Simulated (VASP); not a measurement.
Input of a VASP 6.6.1 run:

Contents of INCAR:

```
  ALGO = Normal
  EDIFF = 1E-7
  ENCUT = 520
  GGA = PE
  ISIF = 2
  ISMEAR = 0
  ISPIN = 2
  LASPH = True
  LCHARG = True
  LDAU = True
  LDAUJ = 0 0
  LDAUL = 3 -1
  LDAUPRINT = 1
  LDAUTYPE = 2
  LDAUU = 5 0
  LELF = True
  LMAXMIX = 6
  LORBIT = 11
  LREAL = False
  LVHAR = True
  LWAVE = False
  MAGMOM = 7.9 0
  NBANDS = 23
  NELM = 150
  PREC = Accurate
  SIGMA = 0.05
```

The input KPOINTS:

```
k-points
0
Gamma
  10 10 10
```

The input POSCAR:

```
GdO
1.0
    3.0325203067      0.0000000000      0.0000000000
    0.0000000000      3.0325203067      0.0000000000
    0.0000000000      0.0000000000      3.0325203067
Gd O
1 1
Direct
    0.0000000000      0.0000000000      0.0000000000
    0.5000000000      0.5000000000      0.5000000000
```

Potentials or basis: VASP PAW PBE potentials, release 64 (Gd, O).

Run with:

```bash
$ cat potpaw_PBE.64/Gd/POTCAR potpaw_PBE.64/O/POTCAR > POTCAR
$ mpirun -np 1 vasp_std > vasp.out
```

What does it give for the pressure?

-0.4 GPa.

Estimate the site moments.

Gd +7.11; O -0.04 μB.

Predict the net moment.

7.51 μB per cell.

Eigenvalues of the final occupation matrices:
```csv
site,spin,trace,eigenvalues
site 1 f,1,6.94,0.99 0.99 0.99 0.99 0.99 0.99 1.00
site 1 f,2,0.04,0.00 0.00 0.00 0.01 0.01 0.01 0.01
```

Caveat: spin-orbit coupling is left out, which moves the levels of the heavy elements; a cell with one magnetic atom can't hold antiferromagnetic order, which such compounds often take. The state reached can hang on the start; a lower one may exist.
